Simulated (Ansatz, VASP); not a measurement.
**HfC in VASP and in Ansatz**

The input INCAR:

```
SYSTEM = HfC
PREC     = Accurate       ! precision mode
ENCUT    = 520            ! plane-wave cutoff, eV
EDIFF    = 1E-6           ! SCF threshold, eV
ISMEAR   = 0              ! smearing method
SIGMA    = 0.15           ! smearing width, eV
LREAL    = .False.        ! projectors in reciprocal space
LASPH    = .True.         ! aspherical terms in the spheres
NELM     = 80             ! most SCF steps
ALGO     = Normal         ! electronic algorithm
ISIF     = 2              ! what is computed and relaxed
LWAVE    = .False.        ! write WAVECAR
LCHARG   = .False.        ! write CHGCAR
GGA      = PE             ! functional
NBANDS   = 14             ! bands
```

File KPOINTS:

```
regular mesh
0
Gamma
  18 18 18
  0 0 0
```

Contents of POSCAR:

```
HfC
1.0
    0.0000000000      2.2552500000      2.3598750000
    2.2552500000      0.0000000000      2.3598750000
    2.2552500000      2.2552500000      0.0000000000
Hf C
1 1
Direct
    0.5000000000      0.5000000000      0.5000000000
    0.0000000000      0.0000000000      0.0000000000
```

Input for Ansatz:

```yaml
crystal:
  lattice:
    - [0.0, 2.25525, 2.359875]
    - [2.25525, 0.0, 2.359875]
    - [2.25525, 2.25525, 0.0]
  atoms:
    - { symbol: Hf, position: [0.5, 0.5, 0.5] }
    - { symbol: C, position: [0.0, 0.0, 0.0] }
basis:
  ecutwfc: 420
kpoints:
  mp_grid: { grid: [18, 18, 18] }
hamiltonian:
  xc: pbe
scf:
  occupations: { method: gaussian, width: 0.15 }
output:
  forces: true
  stress: true
  eigenvalues: true
```

Change from the starting cell: strain -0.030 along x and y, +0.015 along z, atoms carried along.

Alike in both runs: task single point; functional PBE; k mesh 18 × 18 × 18; occupations gaussian, width 0.15 eV; no spin polarisation.

|  | VASP | Ansatz |
| --- | --- | --- |
| version | VASP 6.6.1 | Ansatz 0.2.0 |
| potentials or method | VASP PAW PBE potentials, release 64 (Hf_pv, C), cutoff 520 eV | scalar-relativistic, plane waves, PAW |
| valence electrons in the cell | 14 | 30 |

|  | VASP | Ansatz | Ansatz less VASP |
| --- | --- | --- | --- |
| gap on the k mesh at the Fermi level (eV) | none | none | - |
| pressure (GPa) | 12.6 | 13.0 | +0.44 |
| traceless stress, the component that is largest in VASP (GPa) | -14.08 | -13.88 | +0.203 |

A gap of «none» marks a metal or a gap that the smearing closes. VASP's potentials hold 14 valence electrons a cell and Ansatz's 30, so a difference there can come from the potentials and not from the codes.

Spin-orbit coupling is off throughout.
